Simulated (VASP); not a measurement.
A run of VASP 6.6.1 is set up as follows.

The input INCAR:

```
SYSTEM = BeS
PREC     = Accurate       ! precision mode
ENCUT    = 600            ! plane-wave cutoff, eV
EDIFF    = 1E-6           ! SCF threshold, eV
ISMEAR   = 0              ! smearing method
SIGMA    = 0.01           ! smearing width, eV
LREAL    = .FALSE.        ! projectors in reciprocal space
LASPH    = .TRUE.         ! aspherical terms in the spheres
NELM     = 120            ! most SCF steps
ALGO     = Normal         ! electronic algorithm
ISIF     = 2              ! what is computed and relaxed
LWAVE    = .FALSE.        ! write WAVECAR
LCHARG   = .TRUE.         ! write CHGCAR
GGA      = PE             ! functional
LELF     = .TRUE.         ! ELF
LVHAR    = .TRUE.       
NBANDS   = 11             ! bands
GGA_COMPAT= .FALSE.
```

Contents of KPOINTS:

```
Automatic mesh
0
G
  7 7 7
  0 0 0
```

Contents of POSCAR:

```
BeS
1.0
    0.0000000000      2.4250000000      2.4250000000
    2.4250000000      0.0000000000      2.4250000000
    2.4250000000      2.4250000000      0.0000000000
Be S
1 1
Direct
    0.0000000000      0.0000000000      0.0000000000
    0.2500000000      0.2500000000      0.2500000000
```

Potentials or basis: VASP PAW PBE potentials, release 64 (Be, S).

Launch:

```console
$ cat potpaw_PBE.64/Be/POTCAR potpaw_PBE.64/S/POTCAR > POTCAR
$ mpirun -np 1 vasp_std > vasp.out
```

Problem. Estimate the band gap on the k mesh.

Solution. 3.26 eV, indirect (least direct gap 5.67 eV).

Problem. What does it give for the pressure?

Solution. 1.6 GPa.

A k mesh can miss the band edges.
